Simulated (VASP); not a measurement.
Set up this calculation in VASP 6.6.1, as the native input.

- Task: single point
- Functional: r2SCAN
- Potentials or basis: VASP PAW PBE potentials, release 64 (Mg, O)
- Cutoff: 520 eV
- k mesh: 10 × 10 × 10
- Occupations: gaussian, width 0.02 eV
- Spin: no spin polarisation
- Dipole correction: no
- Further INCAR settings: ALGO = Normal; EDIFF = 1e-06; NBANDS = 11

Crystal: MgO.

```
Mg O
1.0
     0.00000    2.12298    2.12298
     2.12298    0.00000    2.12298
     2.12298    2.12298    0.00000
Mg O
1 1
Direct
  0.00000 0.00000 0.00000
  0.50000 0.50000 0.50000
```

This cell differs from its parent crystal: volume scaled by 1.03.

One way to write it, as run:

POSCAR

```
MgO
1.0
    0.0000000000      2.1229832853      2.1229832853
    2.1229832853      0.0000000000      2.1229832853
    2.1229832853      2.1229832853      0.0000000000
Mg O
1 1
Direct
    0.0000000000      0.0000000000      0.0000000000
    0.5000000000      0.5000000000      0.5000000000
```

INCAR.step1

```
SYSTEM = MgO
ALGO = Normal ; EDIFF = 1E-4
ENCUT = 520 ; GGA = PE
ISMEAR = 0 ; LASPH = .True.
LCHARG = .False. ; LREAL = .False.
LWAVE = .True. ; NBANDS = 11
NELM = 60 ; PREC = Accurate
SIGMA = 0.02
```

INCAR.step2

```
SYSTEM = MgO
ALGO = Normal ; EDIFF = 1E-6
ENCUT = 520 ; ISIF = 2
ISMEAR = 0 ; ISTART = 1
LASPH = .True. ; LCHARG = .False.
LMIXTAU = .True. ; LREAL = .False.
LWAVE = .False. ; METAGGA = R2SCAN
NBANDS = 11 ; NELM = 60
PREC = Accurate ; SIGMA = 0.02
```

KPOINTS

```
k-points
0
Gamma
  10 10 10
  0 0 0
```

Potentials or basis: VASP PAW PBE potentials, release 64 (Mg, O).

Launch:

```sh
$ cat potpaw_PBE.64/Mg/POTCAR potpaw_PBE.64/O/POTCAR > POTCAR
$ cp INCAR.step1 INCAR
$ mpirun -np 1 vasp_std > vasp.out
$ cp INCAR.step2 INCAR
$ mpirun -np 1 vasp_std > vasp.out
```

It gave:

The pressure is -5.8 GPa and the band gap on the k mesh is 5.36 eV, direct.

Caveat: the PAW data sets were made with another functional, which shifts forces and pressure a little.

It took 24 s on 1 thread of Intel(R) Xeon(R) Platinum 8488C (Sapphire Rapids), with other jobs on the host, peak memory 0.14 GiB.
